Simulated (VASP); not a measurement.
Write the native input for VASP 6.6.1 that does the following.

| Item | Value |
| --- | --- |
| Task | single point |
| Functional | PBE |
| Potentials or basis | VASP PAW PBE potentials, release 64 (Zn, Se) |
| Cutoff | 520 eV |
| k mesh | 4 × 4 × 4 |
| Occupations | gaussian, width 0.01 eV |
| Spin | no spin polarisation |
| Dipole correction | no |
| Further INCAR settings | ALGO = Normal; EDIFF = 1e-06; NBANDS = 16 |

The structure of ZnSe lies in POSCAR:

```
ZnSe
1.0
    0.0000000000      2.6907996506      2.6907996506
    2.6907996506      0.0000000000      2.6907996506
    2.6907996506      2.6907996506      0.0000000000
Zn Se
1 1
Direct
    0.0000000000      0.0000000000      0.0000000000
    0.2500000000      0.2500000000      0.2500000000
```

This cell differs from its parent crystal: strain -5.0%.

These files were run (other wordings do the same):

INCAR

```
SYSTEM = ZnSe
PREC = Accurate
ENCUT = 520
EDIFF = 1E-6
ISMEAR = 0
SIGMA = 0.01
LREAL = .False.
LASPH = .True.
NELM = 100
ALGO = Normal
ISIF = 2
LWAVE = .False.
LCHARG = .False.
GGA = PE
NBANDS = 16
```

KPOINTS

```
Automatic mesh
0
Gamma
  4 4 4
  0 0 0
```

Potentials or basis: VASP PAW PBE potentials, release 64 (Zn, Se).

Launch:

```sh
$ cat potpaw_PBE.64/Zn/POTCAR potpaw_PBE.64/Se/POTCAR > POTCAR
$ mpirun -np 1 vasp_std > vasp.out
```

Results of the run:

* Pressure: 17.5 GPa
* Band gap on the k mesh: 1.95 eV, direct

Caveat: the k points lie up to 0.51 Å⁻¹ apart; the cell differs from its parent crystal (strain -5.0%).

Wall time 4.1 s on 1 thread of AMD EPYC 9R45 96-Core Processor (Zen 5) (shared host), peak memory 0.12 GiB.
